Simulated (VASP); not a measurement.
# ZnS (Cm) in VASP: further runs

Runs on ZnS. Level: r2SCAN. Tasks: single point.

Program: VASP 6.6.1. These are calculated values, not measurements. Logs are shortened: lines on timing, memory, paths and dates and some standing lists are left out, and cuts for length are marked.

**1. The cell of the first run**

It takes space group Cm (No. 8, monoclinic). Conventional cell: a = 14.125 Å, b = 3.807 Å, c = 14.985 Å, α = 90.00°, β = 114.25°, γ = 90.00°. Within 3.1 Å of Zn (site symmetry m) lie 4 S at 2.33 to 2.34 Å. Within 3.1 Å of Zn (site symmetry m) lie 3 S at 2.33 to 2.34 Å. Within 3.1 Å of Zn (site symmetry m) lie 4 S at 2.33 to 2.34 Å. Zn (site symmetry m) has 4 S at 2.33 to 2.34 Å within 3.1 Å. Within 3.1 Å of Zn (site symmetry m) lie 4 S at 2.33 to 2.34 Å. Zn (site symmetry m) has 4 S at 2.33 to 2.34 Å within 3.1 Å. Within 3.1 Å of Zn (site symmetry m) lie 4 S at 2.33 to 2.34 Å. Within 3.1 Å of Zn (site symmetry m) lie 2 S at 2.33 Å.

**2. Single point, r2SCAN (the distance across one plane changed)**

Contents of POSCAR:

```
ZnS
1.0
   -1.9033608736     -3.2967177383      6.2457351521
    1.9033608736     -3.2967177383      0.0000000000
   11.0485674977      4.1810815934      7.1793315782
Zn S
8 8
Direct
    0.6757983388      1.0145842906      0.2311830800
    0.9210992542      0.4986348909      0.0177809640
    0.4304974235      0.5305336903      0.4445851960
    0.1851965081      1.0464830900      0.6579873119
    0.9713809094      0.2778754570      0.4090181766
    0.2166818248      0.7619260573      0.1956160606
    0.7260799940      0.7938248567      0.6224202926
    0.4807790786      0.3097742564      0.8358224085
    0.9582247419      0.8334410075      0.3110432431
    0.2035256573      0.3174916078      0.0976411272
    0.7129238265      0.3493904072      0.5244453591
    0.4676229111      0.8653398069      0.7378474751
    0.2538073125      0.0967321739      0.4888783397
    0.4991082278      0.5807827742      0.2754762238
    1.0085063971      0.6126815736      0.7022804557
    0.7444091432      0.0648333745      0.0620741078
```

Contents of INCAR.step1:

```
SYSTEM = ZnS
PREC = Accurate
ENCUT = 520
ISMEAR = 0
SIGMA = 0.05
LREAL = Auto
LASPH = .TRUE.
NELM = 60
NBANDS = 86
ISYM = 0
GGA = PE
ALGO = Normal
EDIFF = 1E-4
LWAVE = .TRUE.
LCHARG = .FALSE.
```

Contents of INCAR.step2:

```
SYSTEM = ZnS
PREC = Accurate
ENCUT = 520
EDIFF = 1E-6
ISMEAR = 0
SIGMA = 0.05
LREAL = Auto
LASPH = .TRUE.
NELM = 60
ALGO = Normal
ISIF = 2
LWAVE = .FALSE.
LCHARG = .FALSE.
METAGGA = R2SCAN
LMIXTAU = .TRUE.
NBANDS = 86
ISYM = 0
ISTART = 1
```

Contents of KPOINTS:

```
regular mesh
0
G
  3 6 2
  0 0 0
```

Potentials or basis: VASP PAW PBE potentials, release 64 (Zn, S).

Command:

```
$ cat potpaw_PBE.64/Zn/POTCAR potpaw_PBE.64/S/POTCAR > POTCAR
$ cp INCAR.step1 INCAR
$ mpirun -np 1 vasp_std > vasp.out
$ cp INCAR.step2 INCAR
$ mpirun -np 1 vasp_std > vasp.out
```

OUTCAR:

```text
SYSTEM = ZnS
   PREC = Accurate
   ENCUT = 520
   EDIFF = 1E-6
   ISMEAR = 0
   LREAL = Auto
   LASPH = .TRUE.
   NELM = 60
   ISIF = 2
   METAGGA = R2SCAN
   ISYM = 0
   ISTART = 1

 ion  position               nearest neighbor table
   1  0.676  0.015  0.231-  14 2.33  14 2.33  16 2.33   9 2.34
   2  0.921  0.499  0.018-  16 2.33  16 2.33  10 2.34
   3  0.430  0.531  0.445-  13 2.33  13 2.33  14 2.33  11 2.34
   4  0.185  0.046  0.658-  15 2.33  15 2.33  13 2.33  12 2.34
   5  0.971  0.278  0.409-   9 2.33   9 2.33  11 2.33  13 2.34
   6  0.217  0.762  0.196-  10 2.33  10 2.33   9 2.33  14 2.34
   7  0.726  0.794  0.622-  11 2.33  11 2.33  12 2.33  15 2.34
   8  0.481  0.310  0.836-  12 2.33  12 2.33
   9  0.958  0.833  0.311-   5 2.33   5 2.33   6 2.33   1 2.34
  10  0.204  0.317  0.098-   6 2.33   6 2.33   2 2.34
  11  0.713  0.349  0.524-   7 2.33   7 2.33   5 2.33   3 2.34
  12  0.468  0.865  0.738-   8 2.33   8 2.33   7 2.33   4 2.34
  13  0.254  0.097  0.489-   3 2.33   3 2.33   4 2.33   5 2.34
  14  0.499  0.581  0.275-   1 2.33   1 2.33   3 2.33   6 2.34
  15  0.009  0.613  0.702-   4 2.33   4 2.33   7 2.34
  16  0.744  0.065  0.062-   2 2.33   2 2.33   1 2.33

IMPORTANT INFORMATION: All symmetrisations will be switched off!
NOSYMM: (Re-)initialisation of all symmetry stuff for point group C_1.

----------------------------------------------------------------------------------------

                                     Primitive cell

  volume of cell :     367.2973

  direct lattice vectors                    reciprocal lattice vectors
    -1.903360874 -3.296717738  6.245735152    -0.064438888 -0.037203809  0.120834308
     1.903360874 -3.296717738  0.000000000     0.135536410 -0.225080022 -0.077500981
    11.048567498  4.181081593  7.179331578     0.056059289  0.032365846  0.034167654

  length of vectors
     7.314392528  3.806721747 13.823714731     0.141906390  0.273929802  0.073195768

  position of ions in fractional coordinates (direct lattice)
     0.675798339  0.014584291  0.231183080
     0.921099254  0.498634891  0.017780964
     0.430497424  0.530533690  0.444585196
     0.185196508  0.046483090  0.657987312
     0.971380909  0.277875457  0.409018177
     0.216681825  0.761926057  0.195616061
[... 8 lines left out ...]
     0.008506397  0.612681574  0.702280456
     0.744409143  0.064833374  0.062074108

  ion indices of the primitive-cell ions
   primitive index   ion index
                 1           1
                 2           2
                 3           3
                 4           4
                 5           5
                 6           6
[... 8 lines left out ...]
                15          15
                16          16

----------------------------------------------------------------------------------------

 KPOINTS: regular mesh

Automatic generation of k-mesh.
 Grid dimensions read from file:
 generate k-points for:    3    6    2

 Generating k-lattice:

  Cartesian coordinates                     Fractional coordinates (reciprocal lattice)
    -0.021479629 -0.012401270  0.040278103     0.333333333  0.000000000  0.000000000
     0.022589402 -0.037513337 -0.012916830    -0.000000000  0.166666667  0.000000000
     0.028029645  0.016182923  0.017083827     0.000000000  0.000000000  0.500000000

  Length of vectors
     0.047302130  0.045654967  0.036597884

  Shift w.r.t. Gamma in fractional coordinates (k-lattice)
     0.000000000  0.000000000  0.000000000

 -----------------------------------------------------------------------------
|                                                                             |
|           W    W    AA    RRRRR   N    N  II  N    N   GGGG   !!!           |
|           W    W   A  A   R    R  NN   N  II  NN   N  G    G  !!!           |
|           W    W  A    A  R    R  N N  N  II  N N  N  G       !!!           |
|           W WW W  AAAAAA  RRRRR   N  N N  II  N  N N  G  GGG   !            |
|           WW  WW  A    A  R   R   N   NN  II  N   NN  G    G                |
|           W    W  A    A  R    R  N    N  II  N    N   GGGG   !!!           |
|                                                                             |
|     Your reciprocal lattice and k-lattice belong to different lattice       |
|     classes:                                                                |
|                                                                             |
|        The reciprocal lattice is base-centered monoclinic,                  |
|        whereas your k-lattice is triclinic.                                 |
|                                                                             |
|     Results are often still useful ...                                      |
|                                                                             |
 -----------------------------------------------------------------------------

 WARNING: IBZKPT: internal override: KBLOWUP is changed to .FALSE.
      ... skipping the blow-up phase ...

 Subroutine IBZKPT returns following result:
 ===========================================

 Found     20 irreducible k-points:

 Following reciprocal coordinates:
            Coordinates               Weight
  0.000000  0.000000  0.000000      1.000000
  0.333333  0.000000  0.000000      2.000000
  0.000000  0.166667 -0.000000      2.000000
  0.333333  0.166667 -0.000000      2.000000
 -0.333333  0.166667  0.000000      2.000000
 -0.000000  0.333333 -0.000000      2.000000
[... 12 lines left out ...]
 -0.000000  0.500000  0.500000      1.000000
  0.333333  0.500000  0.500000      2.000000
   k-points           NKPTS =     20   k-points in BZ     NKDIM =     20   number of bands    NBANDS=     86
   number of dos      NEDOS =    301   number of ions     NIONS =     16
   total plane-waves  NPLWV = 163296
   dimension x,y,z NGX =    54 NGY =   28 NGZ =  108
   dimension x,y,z NGXF=   108 NGYF=   56 NGZF=  216
   ions per type =               8   8
   NGX,Y,Z   is equivalent  to a cutoff of  12.27, 12.23, 12.99 a.u.
   NGXF,Y,Z  is equivalent  to a cutoff of  24.55, 24.46, 25.98 a.u.
 SYSTEM =  ZnS
   PREC   = accura    normal or accurate (medium, high low for compatibility)
   ISTART =      1    job   : 0-new  1-cont  2-samecut
   ICHARG =      0    charge: 1-file 2-atom 10-const
   ISPIN  =      1    spin polarized calculation?
   LNONCOLLINEAR =      F non collinear calculations
   LSORBIT =      F    spin-orbit coupling
   LASPH  =      T    aspherical Exc in radial PAW
   ENCUT  =  520.0 eV  38.22 Ry    6.18 a.u.  13.60  7.08 25.70*2*pi/ulx,y,z
   NELM   =     60;   NELMIN=  2; NELMDL=  0     # of ELM steps
   EDIFF  = 0.1E-05   stopping-criterion for ELM
   LREAL  =      T    real-space projection
   EDIFFG = 0.1E-04   stopping-criterion for IOM
   NSW    =      0    number of steps for IOM
   IBRION =     -1    ionic relax: 0-MD 1-quasi-New 2-CG
   NFREE  =      0    steps in history (QN), initial steepest desc. (CG)
   ISIF   =      2    stress and relaxation
   ISYM   =      0    0-nonsym 1-usesym 2-fastsym
   POTIM  = 0.5000    time-step for ionic-motion
   TEBEG  =    0.0;   TEEND  =   0.0 temperature during run
   PSTRESS=    0.0 pullay stress
   NELECT =     144.0000    total number of electrons
   NUPDOWN=      -1.0000    fix difference up-down
   EMIN   =  10.00;   EMAX   =-10.00  energy-range for DOS
   EFERMI =   0.00;   METHOD = LEGACY
   ISMEAR =     0;   SIGMA  =   0.05  broadening in eV -4-tet -1-fermi 0-gaus
   EFERMI_NEDOS =   21; number of points for ismear=-14 and -15
   IALGO  =     38    algorithm
   IMIX   =      4    mixing-type and parameters
     AMIX     =   0.40;   BMIX     =  1.00
     AMIX_MAG =   1.60;   BMIX_MAG =  1.00
  volume/ion in A,a.u.               =      22.96       154.92
  Fermi-wavevector in a.u.,A,eV,Ry     =   1.198183  2.264237 19.533096  1.435642
  Thomas-Fermi vector in A             =   2.334078
   LORBIT       =      0    0 simple, 1 ext, 2 COOP (PROOUT), +10 PAW based schemes
   METAGGA = R2SCAN    functional components
   LHFCALC =     F    Hartree Fock is set to
   AEXX    =    0.0000 exact exchange contribution
   IVDW    =     0    specifies the selected vdW correction
   LEPSILON=     F    determine dielectric tensor
   LRPA    =     F    only Hartree local field effects (RPA)
 non-spin polarized calculation
 Gauss-broadening in eV      SIGMA  =   0.05
  energy-cutoff  :      520.00
  volume of cell :      367.30
 maximum number of plane-waves:      9917
 NGX is ok and might be reduce to    54
   NGX = 27   NGY = 15   NGZ = 51

 number of electron     144.0000011 magnetization

 Free energy of the ion-electron system (eV)
  ---------------------------------------------------
  ext. energy  EPLUGINS =         0.00000000
  ---------------------------------------------------
  free energy    TOTEN  =      -146.90818360 eV

  energy without entropy =     -146.90818170  energy(sigma->0) =     -146.90818265

 E-fermi :   1.4901     XC(G=0):  -9.3858

 val. band max:        1.3547736362   @ k =   0.0000   0.0000   0.5000
 cond. band min:       1.6198734813   @ k =   0.0000   0.0000   0.0000
 fundamental gap:      0.2650998451
 Fermi energy:         1.4900833337

 k-point     1 :       0.0000    0.0000    0.0000
  band No.  band energies     occupation
      1     -13.5176      2.00000
      2     -12.5958      2.00000
      3     -12.0913      2.00000
      4     -11.8733      2.00000
      5     -11.6401      2.00000
      6     -11.3565      2.00000
[... 76 lines left out ...]
     83       6.2653      0.00000
     84       6.7378      0.00000

 k-point     2 :       0.3333    0.0000    0.0000
  band No.  band energies     occupation
      1     -13.4985      2.00000
      2     -12.4676      2.00000
      3     -12.1301      2.00000
      4     -11.9809      2.00000
      5     -11.7012      2.00000
      6     -11.3504      2.00000
[... 1555 lines left out ...]
     83       6.6623      0.00000
     84       6.7317      0.00000

 k-point    20 :       0.3333    0.5000    0.5000
  band No.  band energies     occupation
      1     -13.1259      2.00000
      2     -11.9594      2.00000
      3     -11.6992      2.00000
      4     -11.6326      2.00000
      5     -11.4641      2.00000
      6     -10.9787      2.00000
[... 76 lines left out ...]
     83       6.5913      0.00000
     84       6.8369      0.00000
 [bands above 84 left out]

------------------------ aborting loop because EDIFF is reached ----------------------------------------

  FORCE on cell =-STRESS in cart. coord.  units (eV):
  Direction    XX          YY          ZZ          XY          YZ          ZX
  --------------------------------------------------------------------------------------
  -------------------------------------------------------------------------------------
  Total       -4.7982553     -3.8659887     -3.5651920     -0.8132899     -1.7810298     -3.1310128
  in kB      -20.9303356    -16.8637216    -15.5516245     -3.5476291     -7.7689805    -13.6577035
  external PRESSURE =     -17.7818939 kB  Pullay stress =       0.0000000 kB

 VOLUME and BASIS-vectors are now :
 -----------------------------------------------------------------------------
  energy-cutoff  :      520.00
  volume of cell :      367.30
      direct lattice vectors                 reciprocal lattice vectors
    -1.903360874 -3.296717738  6.245735152    -0.064438888 -0.037203809  0.120834308
     1.903360874 -3.296717738  0.000000000     0.135536410 -0.225080022 -0.077500981
    11.048567498  4.181081593  7.179331578     0.056059289  0.032365846  0.034167654

 POSITION                                       TOTAL-FORCE (eV/Angst)
 -----------------------------------------------------------------------------------
      1.29571     -1.30940      5.88060        -0.013963     -0.003642     -0.026434
     -0.60765     -4.60612      5.88060         1.357507      0.803297      0.886427
      5.10243     -1.30940      5.88060        -0.126731     -0.056974     -0.153398
      7.00580      1.98732      5.88060         0.263058      0.153784     -1.142578
      3.19907     -2.40831      9.00347        -0.165345     -0.093580     -0.040214
      3.19907     -2.40831      2.75773        -0.437037     -0.255819     -0.378856
[... 8 lines left out ...]
      8.90916      0.88841      5.09503         0.214323      0.121110      0.337849
     -0.60765     -2.40831      5.09503        -1.372341     -0.792202     -0.828397
 -----------------------------------------------------------------------------------
    total drift:                               -0.107853     -0.017190     -0.020488

  FREE ENERGIE OF THE ION-ELECTRON SYSTEM (eV)
  ---------------------------------------------------
  free  energy   TOTEN  =      -146.9081835959 eV

  energy  without entropy=     -146.9081817003  energy(sigma->0) =     -146.90818265
```

It took 72 min on 1 thread of Oxide Virtual Turin-like, shared host; peak memory 0.64 GiB.

Results:

* Free energy: -146.9082 eV
* Pressure: -1.8 GPa
* Largest force: 1.809 eV/Å
* Band gap on the k mesh: 0.27 eV

Forces on the atoms (eV/Å):
```
Zn  -0.014 -0.004 -0.026
Zn   1.358  0.803  0.886
Zn  -0.127 -0.057 -0.153
Zn   0.263  0.154 -1.143
Zn  -0.165 -0.094 -0.040
Zn  -0.437 -0.256 -0.379
Zn  -0.684 -0.399  0.694
Zn  -0.200 -0.127 -0.182
S    0.271  0.152  0.096
S   -0.546 -0.316 -0.432
S    0.376  0.213 -0.118
S    1.100  0.631  0.944
S   -0.050 -0.031  0.248
S    0.013  0.001  0.096
S    0.214  0.121  0.338
S   -1.372 -0.792 -0.828
```

Stress tensor (GPa, compression positive):
```
-2.09 -0.35 -1.37
-0.35 -1.69 -0.78
-1.37 -0.78 -1.56
```

Levels at points of the mesh, in eV from the valence-band top:
```
           k point  band 68  band 69  band 70  band 71  band 72  band 73  band 74  band 75  band 76  band 77
(0.00, 0.00, 0.00)    -0.83    -0.73    -0.65    -0.17     0.00     0.27     2.15     2.56     3.30     3.58
(0.00, 0.50, 0.00)    -1.66    -1.62    -1.38    -1.17    -0.67     0.59     2.48     2.92     3.52     4.11
(0.00, 0.00, 0.50)    -1.07    -0.80    -0.65    -0.17     0.00     0.61     2.24     2.69     3.02     3.61
(0.00, 0.50, 0.50)    -1.66    -1.63    -1.36    -1.21    -0.68     0.62     2.54     2.93     3.73     3.92
```

Caveat: the cell differs from its parent crystal (the distance across one plane changed); semilocal functionals underestimate gaps, and a narrow one can read as zero; the PAW data sets were made with another functional, which shifts forces and pressure a little. A k mesh can miss the band edges.

**3. Single point, r2SCAN (the distance across one plane changed)**

Contents of POSCAR:

```
ZnS
1.0
   -1.9033608736     -3.2967177383      6.2457351521
    1.9033608736     -3.2967177383      0.0000000000
   11.8144490625      4.6232635210      7.6461297913
Zn S
8 8
Direct
    0.6778228508      1.0214557887      0.2154155718
    0.9212549653      0.4991633978      0.0165682390
    0.4343907363      0.5437481796      0.4142629045
    0.1909586218      1.0660405705      0.6131102372
    0.9749627555      0.2900327811      0.3811216823
    0.2183948700      0.7677403902      0.1822743496
    0.7315306409      0.8123251720      0.5799690151
    0.4880985264      0.3346175629      0.7788163478
    0.9609486038      0.8426862042      0.2898289878
    0.2043807183      0.3203938133      0.0909816550
    0.7175164893      0.3649785951      0.4886763205
    0.4740843748      0.8872709860      0.6875236532
    0.2580885084      0.1112631966      0.4555350983
    0.5015206229      0.5889708057      0.2566877656
    1.0146563939      0.6335555875      0.6543824311
    0.7449527374      0.0666784149      0.0578404329
```

Contents of INCAR.step1:

```
PREC = Accurate
ENCUT = 520
ISMEAR = 0
SIGMA = 0.05
LREAL = Auto
LASPH = T
NELM = 80
ISYM = 0
NBANDS = 86
GGA = PE
ALGO = Normal
EDIFF = 1E-4
LWAVE = T
LCHARG = F
```

Contents of INCAR.step2:

```
PREC = Accurate
ENCUT = 520
EDIFF = 1E-6
ISMEAR = 0
SIGMA = 0.05
LREAL = Auto
LASPH = T
NELM = 80
ALGO = Normal
ISIF = 2
LWAVE = F
LCHARG = F
METAGGA = R2SCAN
LMIXTAU = T
ISYM = 0
NBANDS = 86
ISTART = 1
```

Contents of KPOINTS:

```
regular mesh
0
Gamma
  3 6 2
```

Potentials or basis: VASP PAW PBE potentials, release 64 (Zn, S).

Command:

```
$ cat potpaw_PBE.64/Zn/POTCAR potpaw_PBE.64/S/POTCAR > POTCAR
$ cp INCAR.step1 INCAR
$ mpirun -np 1 vasp_std > vasp.out
$ cp INCAR.step2 INCAR
$ mpirun -np 1 vasp_std > vasp.out
```

It took 66 min on 1 thread of Oxide Virtual Turin-like, shared host; peak memory 0.68 GiB.

The run converged. Its results:

```yaml
Free_energy: -146.1787 eV
Pressure: -1.4 GPa
Largest_force: 2.033 eV/Å
Band_gap_on_the_k_mesh: zero (bands 72 and 73 overlap by 0.07 eV)
```

Forces on the atoms (eV/Å):
```
Zn  -0.123 -0.066 -0.010
Zn   1.585  0.930  0.870
Zn  -0.122 -0.067 -0.169
Zn   0.255  0.153 -1.151
Zn  -0.191 -0.126 -0.039
Zn  -0.443 -0.252 -0.432
Zn  -0.689 -0.407  0.691
Zn  -0.640 -0.363 -0.545
S    0.334  0.190  0.141
S   -0.339 -0.193 -0.323
S    0.385  0.221 -0.119
S    0.989  0.571  0.850
S   -0.039 -0.025  0.268
S    0.039  0.021  0.095
S    0.151  0.084  0.298
S   -1.151 -0.671 -0.426
```

Stress tensor (GPa, compression positive):
```
-1.48 -0.04 -0.77
-0.04 -1.41 -0.44
-0.77 -0.44 -1.17
```

Levels at points of the mesh, in eV from the Fermi level:
| k point | band 70 | band 71 | band 72 | band 73 | band 74 | band 75 |
| --- | --- | --- | --- | --- | --- | --- |
| (0.00, 0.00, 0.00) | -0.69 | -0.17 | -0.14 | 0.09 | 2.07 | 2.43 |
| (0.00, 0.50, 0.00) | -1.26 | -1.09 | -0.58 | 0.06 | 2.45 | 2.77 |
| (0.00, 0.00, 0.50) | -0.69 | -0.14 | 0.06 | 0.11 | 2.03 | 2.49 |
| (0.00, 0.50, 0.50) | -1.25 | -1.10 | -0.58 | 0.07 | 2.49 | 2.74 |

Caveat: the cell differs from its parent crystal (the distance across one plane changed); semilocal functionals underestimate gaps, and a narrow one can read as zero; the PAW data sets were made with another functional, which shifts forces and pressure a little.

The gap in the log of VASP goes by the Fermi energy; the results here count the filled bands.